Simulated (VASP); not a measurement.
# Bi (P6_3/mmc) in VASP: notebook

Bi is run at these levels: r2SCAN; tasks: single point.

Everything below comes from runs of VASP 6.6.1. Logs are shortened: lines on timing, memory, paths and dates and some standing lists are left out, and cuts for length are marked.

## (1) The cell of the first run

The structure is hexagonal, space group P6_3/mmc (No. 194). Conventional cell: a = 4.403 Å, b = 4.403 Å, c = 11.652 Å, α = 90.00°, β = 90.00°, γ = 120.00°. Bi (site symmetry -6m2) has 6 Bi at 4.40 Å within 5.8 Å.

This isn't the form of Bi at room conditions, which is rhombohedral.

## (2) Single point, r2SCAN (strain -0.030 along x and y, -0.015 along z)

File POSCAR:

```
Bi
1.0
    4.4028302907      0.0000000000      0.0000000000
   -2.2014151454      3.8129628803      0.0000000000
    0.0000000000      0.0000000000     11.6515650000
Bi
2
Direct
    0.3333333333      0.6666666667      0.2500000000
    0.6666666667      0.3333333333      0.7500000000
```

File INCAR.step1:

```
  ALGO = Normal
  EDIFF = 1E-4
  ENCUT = 520
  GGA = PE
  ISMEAR = 0
  LASPH = T
  LCHARG = F
  LREAL = F
  LWAVE = T
  NBANDS = 22
  NELM = 100
  PREC = Accurate
  SIGMA = 0.15
```

File INCAR.step2:

```
  ALGO = Normal
  EDIFF = 1E-6
  ENCUT = 520
  ISIF = 2
  ISMEAR = 0
  ISTART = 1
  LASPH = T
  LCHARG = F
  LMIXTAU = T
  LREAL = F
  LWAVE = F
  METAGGA = R2SCAN
  NBANDS = 22
  NELM = 100
  PREC = Accurate
  SIGMA = 0.15
```

File KPOINTS:

```
k-points
0
Gamma
  12 12 4
```

Potentials or basis: VASP PAW PBE potentials, release 64 (Bi_d).

The run is started by

```sh
$ cat potpaw_PBE.64/Bi_d/POTCAR > POTCAR
$ cp INCAR.step1 INCAR
$ mpirun -np 1 vasp_std > vasp.out
$ cp INCAR.step2 INCAR
$ mpirun -np 1 vasp_std > vasp.out
```

OUTCAR:

```text
EDIFF = 1E-6
   ENCUT = 520
   ISIF = 2
   ISMEAR = 0
   ISTART = 1
   LASPH = T
   LREAL = F
   METAGGA = R2SCAN
   NELM = 100
   PREC = Accurate

 ion  position               nearest neighbor table
   1  0.333  0.667  0.250-
   2  0.667  0.333  0.750-

  LATTYP: Found a hexagonal cell.
 ALAT       =     4.4028302907
 C/A-ratio  =     2.6463806758

  Lattice vectors:

 A1 = (   4.4028302907,   0.0000000000,   0.0000000000)
 A2 = (  -2.2014151454,   3.8129628803,   0.0000000000)
 A3 = (   0.0000000000,   0.0000000000,  11.6515650000)

Analysis of symmetry for initial positions (statically):
=====================================================================
 Subroutine PRICEL returns:
 Original cell was already a primitive cell.

 Routine SETGRP: Setting up the symmetry group for a
 hexagonal supercell.

 Subroutine GETGRP returns: Found 24 space group operations
 (whereof 12 operations were pure point group operations)
 out of a pool of 24 trial point group operations.

The static configuration has the point symmetry D_3d.
 The point group associated with its full space group is D_6h.

Analysis of symmetry for dynamics (positions and initial velocities):
=====================================================================
 Subroutine PRICEL returns:
 Original cell was already a primitive cell.

 Routine SETGRP: Setting up the symmetry group for a
 hexagonal supercell.

 Subroutine GETGRP returns: Found 24 space group operations
 (whereof 12 operations were pure point group operations)
 out of a pool of 24 trial point group operations.

The dynamic configuration has the point symmetry D_3d.
 The point group associated with its full space group is D_6h.

 Subroutine INISYM returns: Found 24 space group operations
 (whereof 12 operations are pure point group operations),
 and found     1 'primitive' translations

----------------------------------------------------------------------------------------

                                     Primitive cell

  volume of cell :     195.6045

  direct lattice vectors                    reciprocal lattice vectors
     4.402830291  0.000000000  0.000000000     0.227126629  0.131131620  0.000000000
    -2.201415145  3.812962880  0.000000000     0.000000000  0.262263240  0.000000000
     0.000000000  0.000000000 11.651565000     0.000000000  0.000000000  0.085825381

  length of vectors
     4.402830291  4.402830291 11.651565000     0.262263240  0.262263240  0.085825381

  position of ions in fractional coordinates (direct lattice)
     0.333333333  0.666666667  0.250000000
     0.666666667  0.333333333  0.750000000

  ion indices of the primitive-cell ions
   primitive index   ion index
                 1           1
                 2           2

----------------------------------------------------------------------------------------

 KPOINTS: k-points

Automatic generation of k-mesh.
 Grid dimensions read from file:
 generate k-points for:   12   12    4

 Generating k-lattice:

  Cartesian coordinates                     Fractional coordinates (reciprocal lattice)
     0.018927219  0.010927635  0.000000000     0.083333333  0.000000000  0.000000000
     0.000000000  0.021855270  0.000000000     0.000000000  0.083333333  0.000000000
     0.000000000  0.000000000  0.021456345     0.000000000  0.000000000  0.250000000

  Length of vectors
     0.021855270  0.021855270  0.021456345

  Shift w.r.t. Gamma in fractional coordinates (k-lattice)
     0.000000000  0.000000000  0.000000000

 Subroutine IBZKPT returns following result:
 ===========================================

 Found     57 irreducible k-points:

 Following reciprocal coordinates:
            Coordinates               Weight
  0.000000  0.000000  0.000000      1.000000
  0.083333  0.000000  0.000000      6.000000
  0.166667  0.000000  0.000000      6.000000
  0.250000  0.000000  0.000000      6.000000
  0.333333 -0.000000  0.000000      6.000000
  0.416667 -0.000000  0.000000      6.000000
[... 16 lines left out ...]
  0.250000  0.000000  0.250000     12.000000
  0.333333 -0.000000  0.250000     12.000000
 [... further k-points ...]
   k-points           NKPTS =     57   k-points in BZ     NKDIM =     57   number of bands    NBANDS=     22
   number of dos      NEDOS =    301   number of ions     NIONS =      2
   total plane-waves  NPLWV = 116640
   dimension x,y,z NGX =    36 NGY =   36 NGZ =   90
   dimension x,y,z NGXF=    72 NGYF=   72 NGZF=  180
   ions per type =               2
   NGX,Y,Z   is equivalent  to a cutoff of  13.59, 13.59, 12.84 a.u.
   NGXF,Y,Z  is equivalent  to a cutoff of  27.19, 27.19, 25.68 a.u.
 SYSTEM =  unknown system
   PREC   = accura    normal or accurate (medium, high low for compatibility)
   ISTART =      1    job   : 0-new  1-cont  2-samecut
   ICHARG =      0    charge: 1-file 2-atom 10-const
   ISPIN  =      1    spin polarized calculation?
   LNONCOLLINEAR =      F non collinear calculations
   LSORBIT =      F    spin-orbit coupling
   LASPH  =      T    aspherical Exc in radial PAW
   ENCUT  =  520.0 eV  38.22 Ry    6.18 a.u.   8.19  8.19 21.66*2*pi/ulx,y,z
   NELM   =    100;   NELMIN=  2; NELMDL=  0     # of ELM steps
   EDIFF  = 0.1E-05   stopping-criterion for ELM
   LREAL  =      F    real-space projection
   EDIFFG = 0.1E-04   stopping-criterion for IOM
   NSW    =      0    number of steps for IOM
   IBRION =     -1    ionic relax: 0-MD 1-quasi-New 2-CG
   NFREE  =      0    steps in history (QN), initial steepest desc. (CG)
   ISIF   =      2    stress and relaxation
   ISYM   =      2    0-nonsym 1-usesym 2-fastsym
   POTIM  = 0.5000    time-step for ionic-motion
   TEBEG  =    0.0;   TEEND  =   0.0 temperature during run
   PSTRESS=    0.0 pullay stress
   NELECT =      30.0000    total number of electrons
   NUPDOWN=      -1.0000    fix difference up-down
   EMIN   =  10.00;   EMAX   =-10.00  energy-range for DOS
   EFERMI =   0.00;   METHOD = LEGACY
   ISMEAR =     0;   SIGMA  =   0.15  broadening in eV -4-tet -1-fermi 0-gaus
   EFERMI_NEDOS =   21; number of points for ismear=-14 and -15
   IALGO  =     38    algorithm
   IMIX   =      4    mixing-type and parameters
     AMIX     =   0.40;   BMIX     =  1.00
     AMIX_MAG =   1.60;   BMIX_MAG =  1.00
  volume/ion in A,a.u.               =      97.80       660.00
  Fermi-wavevector in a.u.,A,eV,Ry     =   0.876306  1.655978 10.448074  0.767912
  Thomas-Fermi vector in A             =   1.996097
   LORBIT       =      0    0 simple, 1 ext, 2 COOP (PROOUT), +10 PAW based schemes
   METAGGA = R2SCAN    functional components
   LHFCALC =     F    Hartree Fock is set to
   AEXX    =    0.0000 exact exchange contribution
   IVDW    =     0    specifies the selected vdW correction
   LEPSILON=     F    determine dielectric tensor
   LRPA    =     F    only Hartree local field effects (RPA)
 non-spin polarized calculation
 Gauss-broadening in eV      SIGMA  =   0.15
  energy-cutoff  :      520.00
  volume of cell :      195.60
 maximum number of plane-waves:      5305
 NGX is ok and might be reduce to    36
   NGX = 17   NGY = 17   NGZ = 43

 number of electron      29.9999995 magnetization

 Free energy of the ion-electron system (eV)
  ---------------------------------------------------
  ext. energy  EPLUGINS =         0.00000000
  ---------------------------------------------------
  free energy    TOTEN  =      -112.30436994 eV

  energy without entropy =     -112.22357584  energy(sigma->0) =     -112.26397289

 E-fermi :  -0.9140     XC(G=0):  -5.8952

 val. band max:       -0.9187868871   @ k =   0.1667   0.0833   0.2500
 cond. band min:      -0.9127696574   @ k =   0.2500   0.0833   0.0000
 fundamental gap:      0.0060172297
 Fermi energy:        -0.9140012523

 k-point     1 :       0.0000    0.0000    0.0000
  band No.  band energies     occupation
      1     -24.4290      2.00000
      2     -24.4290      2.00000
      3     -24.4290      2.00000
      4     -24.4290      2.00000
      5     -24.3981      2.00000
      6     -24.3981      2.00000
[... 14 lines left out ...]
     21       5.3988      0.00000
     22       5.4374      0.00000

 k-point     2 :       0.0833    0.0000    0.0000
  band No.  band energies     occupation
      1     -24.4290      2.00000
      2     -24.4290      2.00000
      3     -24.4282      2.00000
      4     -24.4282      2.00000
      5     -24.3984      2.00000
      6     -24.3984      2.00000
[... 14 lines left out ...]
     21       5.4181      0.00000
     22       5.7285      0.00000

 k-point     3 :       0.1667    0.0000    0.0000
  band No.  band energies     occupation
      1     -24.4290      2.00000
      2     -24.4290      2.00000
      3     -24.4259      2.00000
      4     -24.4259      2.00000
      5     -24.3992      2.00000
      6     -24.3992      2.00000
[... 14 lines left out ...]
     21       5.5461      0.00000
     22       6.2047      0.00000

 k-point     4 :       0.2500    0.0000    0.0000
  band No.  band energies     occupation
      1     -24.4291      2.00000
      2     -24.4291      2.00000
      3     -24.4228      2.00000
      4     -24.4228      2.00000
      5     -24.4002      2.00000
      6     -24.4002      2.00000
[... 14 lines left out ...]
     21       5.5224      0.00000
     22       5.9454      0.00000

 k-point     5 :       0.3333   -0.0000    0.0000
  band No.  band energies     occupation
      1     -24.4293      2.00000
      2     -24.4293      2.00000
      3     -24.4198      2.00000
      4     -24.4198      2.00000
      5     -24.4013      2.00000
      6     -24.4013      2.00000
[... 417 lines left out ...]
 k-point    22 :       0.1667    0.0000    0.2500
  band No.  band energies     occupation
      1     -24.4290      2.00000
      2     -24.4290      2.00000
      3     -24.4259      2.00000
      4     -24.4259      2.00000
      5     -24.3992      2.00000
      6     -24.3992      2.00000
[... 14 lines left out ...]
     21       5.8670      0.00000
     22       6.1698      0.00000

 k-point    23 :       0.2500    0.0000    0.2500
  band No.  band energies     occupation
      1     -24.4291      2.00000
      2     -24.4291      2.00000
      3     -24.4228      2.00000
      4     -24.4228      2.00000
      5     -24.4002      2.00000
      6     -24.4002      2.00000
[... 14 lines left out ...]
     21       5.6465      0.00000
     22       5.9053      0.00000

 k-point    24 :       0.3333   -0.0000    0.2500
  band No.  band energies     occupation
      1     -24.4293      2.00000
      2     -24.4293      2.00000
      3     -24.4198      2.00000
      4     -24.4198      2.00000
      5     -24.4013      2.00000
      6     -24.4013      2.00000
[... 14 lines left out ...]
     21       5.2346      0.00000
     22       5.5064      0.00000

 [... further k-points ...]
[... 5 lines left out ...]
  --------------------------------------------------------------------------------------
  -------------------------------------------------------------------------------------
  Total       -6.9114837     -6.9114837     -0.6411138      0.0000000      0.0000000     -0.0000000
  in kB      -56.6112946    -56.6112946     -5.2513012      0.0000000      0.0000000     -0.0000000
  external PRESSURE =     -39.4912968 kB  Pullay stress =       0.0000000 kB

 VOLUME and BASIS-vectors are now :
 -----------------------------------------------------------------------------
  energy-cutoff  :      520.00
  volume of cell :      195.60
      direct lattice vectors                 reciprocal lattice vectors
     4.402830291  0.000000000  0.000000000     0.227126629  0.131131620  0.000000000
    -2.201415145  3.812962880  0.000000000     0.000000000  0.262263240  0.000000000
     0.000000000  0.000000000 11.651565000     0.000000000  0.000000000  0.085825381

 POSITION                                       TOTAL-FORCE (eV/Angst)
 -----------------------------------------------------------------------------------
     -0.00000      2.54198      2.91289        -0.000000      0.000000      0.000000
      2.20142      1.27099      8.73867         0.000000     -0.000000      0.000000
 -----------------------------------------------------------------------------------
    total drift:                               -0.000000      0.000000     -0.000000

  FREE ENERGIE OF THE ION-ELECTRON SYSTEM (eV)
  ---------------------------------------------------
  free  energy   TOTEN  =      -112.3043699375 eV

  energy  without entropy=     -112.2235758354  energy(sigma->0) =     -112.26397289
```

Run time: 8.2 min. Hardware: 1 thread of Intel Xeon 6975P-C (Granite Rapids), shared host; peak memory 0.49 GiB.

Results:

| Quantity | Value |
| --- | --- |
| Free energy | -112.3044 eV |
| Pressure | -3.9 GPa |
| Band gap on the k mesh | zero (bands 15 and 16 overlap by 2.66 eV) |

Caveat: the cell differs from its parent crystal (strain -0.030 along x and y, -0.015 along z); the stress differs along the axes, from -6 to -1 GPa; the PAW data sets were made with another functional, which shifts forces and pressure a little; spin-orbit coupling is left out, which moves the levels of the heavy elements.

(Continued in part 2 of 2.)
